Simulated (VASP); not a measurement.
# Li (a cell with a defect) in VASP: further runs, part 2 of 2

VASP 6.6.1.

### 4 Single point, PBE

INCAR reads:

```
PREC     = Accurate       # precision mode
ENCUT    = 520            # plane-wave cutoff, eV
EDIFF    = 1E-6           # SCF threshold, eV
ISMEAR   = -1             # smearing method
SIGMA    = 0.05           # smearing width, eV
LREAL    = Auto         
LASPH    = T              # aspherical terms in the spheres
NELM     = 80             # most SCF steps
ALGO     = Normal         # electronic algorithm
ISIF     = 2              # what is computed and relaxed
LWAVE    = F              # write WAVECAR
LCHARG   = F              # write CHGCAR
GGA      = PE             # functional
NBANDS   = 40             # bands
```

KPOINTS reads:

```
Automatic mesh
0
Gamma
  2 2 2
```

POSCAR reads:

```
Li
1.0
    6.9800000000      0.0000000000      0.0000000000
    0.0000000000      6.9800000000      0.0000000000
    0.0000000000      0.0000000000      6.9800000000
Li
17
Direct
    0.0652722063     -0.0378796562      0.0867478510
    0.4032808023     -0.0663180516     -0.0127507163
    0.0645415473      0.3865759312      0.1104871060
   -0.0017908309     -0.1258309456      0.5033237822
    0.3329083095      0.2994699140      0.3293553009
    0.7022492837      0.6396848138      0.0001575931
    0.4025501433      0.0065042980      0.6177936963
    0.7518767908      0.1859455587      0.0757449857
    0.0132234957      0.4714183381      0.5088108883
    0.3997134670      0.6513467049      0.1910171920
    0.0540401146      0.1931948424      0.7867765043
    0.5268481375      0.6013323782      0.6029369628
    0.6876647564      0.8815329513      0.2819484241
    0.7191404011      0.2549283668      0.4611318052
    0.0974355301      0.6646275072      0.7986389685
    0.7609312321      0.9494412607      0.7555587393
    0.3982091691      0.2979083095     -0.1061031519
```

The run is started by

```sh
$ cat potpaw_PBE.64/Li_sv/POTCAR > POTCAR
$ mpirun -np 1 vasp_std > vasp.out
```

Wall time 3.5 min (1 thread of Intel Xeon Platinum 8259CL at 2.50GHz (Skylake/Cascade Lake), shared host); peak memory 0.37 GiB.

Results (log left out):

```
Free energy            : -29.8120 eV
Largest force          : 0.862 eV/Å
Band gap on the k mesh : zero (an odd number of electrons rules out a gap without spin polarisation)
```

Forces in eV/Å, atoms in the order of the input:
```
Li  -0.136 -0.187  0.378
Li   0.228  0.223 -0.170
Li  -0.287  0.465  0.036
Li   0.507  0.260 -0.573
Li   0.265 -0.631  0.160
Li   0.596 -0.483 -0.370
Li  -0.296 -0.149 -0.462
Li  -0.494  0.276 -0.157
Li  -0.013  0.062 -0.329
Li  -0.650 -0.340  0.453
Li  -0.029 -0.005 -0.471
Li  -0.028  0.008  0.099
Li  -0.041  0.036  0.421
Li  -0.079 -0.062  0.145
Li   0.416  0.070  0.602
Li  -0.284 -0.063  0.324
Li   0.324  0.521 -0.084
```

Levels at points of the mesh, in eV from the Fermi level:
| k point | band 23 | band 24 | band 25 | band 26 | band 27 | band 28 |
| --- | --- | --- | --- | --- | --- | --- |
| (0.00, 0.00, 0.00) | -0.93 | -0.83 | 0.50 | 0.60 | 0.82 | 0.93 |
| (0.50, 0.00, 0.00) | -0.52 | -0.44 | -0.42 | -0.38 | -0.27 | 0.81 |
| (0.00, 0.50, 0.00) | -0.51 | -0.47 | -0.46 | -0.30 | -0.17 | 1.02 |
| (0.00, 0.00, 0.50) | -0.48 | -0.45 | -0.42 | -0.29 | -0.14 | 1.15 |
| (0.50, 0.50, 0.00) | -0.23 | -0.14 | -0.05 | 0.16 | 0.32 | 0.45 |
| (0.00, 0.50, 0.50) | -0.17 | -0.10 | -0.03 | 0.13 | 0.28 | 0.38 |
| (0.50, 0.00, 0.50) | -0.26 | -0.17 | -0.04 | 0.09 | 0.37 | 0.45 |
| (0.50, 0.50, 0.50) | -1.52 | -1.45 | -1.42 | 1.49 | 1.67 | 1.96 |

Caveat: the k points lie up to 0.45 Å⁻¹ apart, too coarse for converged energies and pressures of a metal; the cutoff is under 1.25 times the usual one of these potentials, so pressure, stress and relaxed cells hold a basis-set (Pulay) error.

### 5 Single point, PBE

INCAR reads:

```
SYSTEM = Li
PREC = Accurate ; ENCUT = 520
EDIFF = 1E-6 ; ISMEAR = -1
SIGMA = 0.05 ; LREAL = Auto
LASPH = .TRUE. ; NELM = 100
ALGO = Normal ; ISIF = 2
LWAVE = .FALSE. ; LCHARG = .FALSE.
GGA = PE ; NBANDS = 40
```

KPOINTS reads:

```
Automatic mesh
0
G
  2 2 2
  0 0 0
```

POSCAR reads:

```
Li
1.0
    6.9800000000      0.0000000000      0.0000000000
    0.0000000000      6.9800000000      0.0000000000
    0.0000000000      0.0000000000      6.9800000000
Li
17
Direct
    0.0431948424     -0.0635100287      0.0774641834
    0.4165759312     -0.0468481375     -0.0331375358
    0.0486532951      0.3326074499      0.1623782235
    0.0151575931     -0.1107163324      0.5007593123
    0.3894126074      0.2214613181      0.3319770774
    0.7713467049      0.6107163324     -0.0464040115
    0.3953151862     -0.0307736390      0.6132091691
    0.7180085960      0.2276361032      0.0355444126
    0.0001002865      0.5246848138      0.5380085960
    0.3738968481      0.6236819484      0.2182378223
    0.0044126074      0.1867621777      0.6814183381
    0.5823495702      0.6283381089      0.6432234957
    0.6739828080      0.8965186246      0.2722492837
    0.7227793696      0.2999426934      0.4244842407
    0.1228653295      0.6452292264      0.8979083095
    0.7306160458      0.9543409742      0.7889828080
    0.3694269341      0.3537822350     -0.1147421203
```

Potentials or basis: VASP PAW PBE potentials, release 64 (Li_sv).

The run is started by

```sh
$ cat potpaw_PBE.64/Li_sv/POTCAR > POTCAR
$ mpirun -np 1 vasp_std > vasp.out
```

OUTCAR:

```text
SYSTEM = Li
   PREC = Accurate
   ENCUT = 520
   EDIFF = 1E-6
   ISMEAR = -1
   LREAL = Auto
   LASPH = .TRUE.
   NELM = 100
   ISIF = 2
   GGA = PE

 ion  position               nearest neighbor table
   1  0.043  0.936  0.077-  15 2.45
   2  0.417  0.953  0.967-   7 2.48  16 2.52
   3  0.049  0.333  0.162-   8 2.58
   4  0.015  0.889  0.501-  11 2.43   9 2.56
   5  0.389  0.221  0.332-  14 2.48
   6  0.771  0.611  0.954-  15 2.50  12 2.54
   7  0.395  0.969  0.613-   2 2.48
[... 541 lines left out ...]
  Total        3.3164338      3.2943941     -0.1729710      1.4252163      0.9545286      1.7459472
  in kB       15.6248426     15.5210060     -0.8149248      6.7146767      4.4971075      8.2257484
  external PRESSURE =      10.1103079 kB  Pullay stress =       0.0000000 kB

 VOLUME and BASIS-vectors are now :
 -----------------------------------------------------------------------------
  energy-cutoff  :      520.00
  volume of cell :      340.07
      direct lattice vectors                 reciprocal lattice vectors
     6.980000000  0.000000000  0.000000000     0.143266476  0.000000000  0.000000000
     0.000000000  6.980000000  0.000000000     0.000000000  0.143266476  0.000000000
     0.000000000  0.000000000  6.980000000     0.000000000  0.000000000  0.143266476

 POSITION                                       TOTAL-FORCE (eV/Angst)
 -----------------------------------------------------------------------------------
      0.30150      6.53670      0.54070        -0.070652      0.426740      0.255203
      2.90770      6.65300      6.74870        -0.272090     -0.082223      0.483861
      0.33960      2.32160      1.13340         0.151688      0.043267      0.094175
      0.10580      6.20720      3.49530         0.068386     -0.138518     -0.418090
      2.71810      1.54580      2.31720        -0.519853     -0.097537     -0.152664
      5.38400      4.26280      6.65610        -0.247119     -0.117319      0.512907
[... 9 lines left out ...]
      5.09970      6.66130      5.50710         0.416133     -0.009187     -0.242707
      2.57860      2.46940      6.17910         0.108446     -0.197687     -0.255846
 -----------------------------------------------------------------------------------
    total drift:                               -0.005732     -0.008589     -0.001934

  FREE ENERGIE OF THE ION-ELECTRON SYSTEM (eV)
  ---------------------------------------------------
  free  energy   TOTEN  =       -29.9100900091 eV

  energy  without entropy=      -29.8729344720  energy(sigma->0) =      -29.89151224
```

stdout:

```text
POSCAR found type information on POSCAR Li
 POSCAR found :  1 types and      17 ions
 scaLAPACK will be used
 LDA part: xc-table for (Slater+PW92), standard interpolation
 POSCAR, INCAR and KPOINTS ok, starting setup
 FFT: planning ... GRIDC
 FFT: planning ... GRID_SOFT
 FFT: planning ... GRID
 WAVECAR not read
 entering main loop
```

Run time: 5.2 min. Hardware: 1 thread of Intel Xeon 8259CL, shared host; peak memory 0.37 GiB.

What came out:

| Item | Value |
| --- | --- |
| Free energy | -29.9101 eV |
| Largest force | 0.796 eV/Å |
| Band gap on the k mesh | zero (an odd number of electrons rules out a gap without spin polarisation) |

Forces in eV/Å, atoms in the order of the input:
```
Li  -0.071  0.427  0.255
Li  -0.272 -0.082  0.484
Li   0.152  0.043  0.094
Li   0.068 -0.139 -0.418
Li  -0.520 -0.098 -0.153
Li  -0.247 -0.117  0.513
Li  -0.294 -0.019 -0.312
Li  -0.208  0.143 -0.136
Li   0.306  0.219 -0.170
Li   0.047  0.034  0.232
Li   0.319  0.304  0.662
Li  -0.262 -0.272 -0.372
Li   0.137 -0.106  0.173
Li  -0.001 -0.155  0.188
Li   0.321  0.025 -0.541
Li   0.416 -0.009 -0.243
Li   0.108 -0.198 -0.256
```

Levels at points of the mesh, in eV from the Fermi level:
```
           k point  band 23  band 24  band 25  band 26  band 27  band 28
(0.00, 0.00, 0.00)    -0.96    -0.95     0.50     0.71     0.83     0.90
(0.50, 0.00, 0.00)    -0.58    -0.48    -0.43    -0.32    -0.27     0.87
(0.00, 0.50, 0.00)    -0.58    -0.49    -0.43    -0.34    -0.25     0.96
(0.00, 0.00, 0.50)    -0.57    -0.41    -0.39    -0.36    -0.21     1.05
(0.50, 0.50, 0.00)    -0.34    -0.30    -0.11     0.29     0.41     0.66
(0.00, 0.50, 0.50)    -0.20    -0.16     0.01     0.13     0.20     0.25
(0.50, 0.00, 0.50)    -0.22    -0.16    -0.03     0.16     0.27     0.42
(0.50, 0.50, 0.50)    -1.54    -1.50    -1.37     1.63     1.79     1.87
```

Caveat: the k points lie up to 0.45 Å⁻¹ apart, too coarse for converged energies and pressures of a metal; the cutoff is under 1.25 times the usual one of these potentials, so pressure, stress and relaxed cells hold a basis-set (Pulay) error.

### 6 Overview

```tsv
cell	gap on the mesh (eV)	largest force (eV/Å)
as given, atomic positions A	none	0.75
as given, atomic positions B	none	1.09
as given, atomic positions C	none	0.86
as given, atomic positions D	none	0.80
```

Alike in all rows: task single point; level PBE; potentials or basis VASP PAW PBE potentials, release 64 (Li_sv); no spin polarisation; k mesh 2 × 2 × 2; cutoff (eV) 520; smearing fermi-dirac 0.05 eV.

Caveats: all runs use coarse meshes; the cutoff is under 1.25 times the usual one of these potentials, so pressure, stress and relaxed cells hold a basis-set (Pulay) error.

Absolute energies hang on the potentials; compare differences alone.
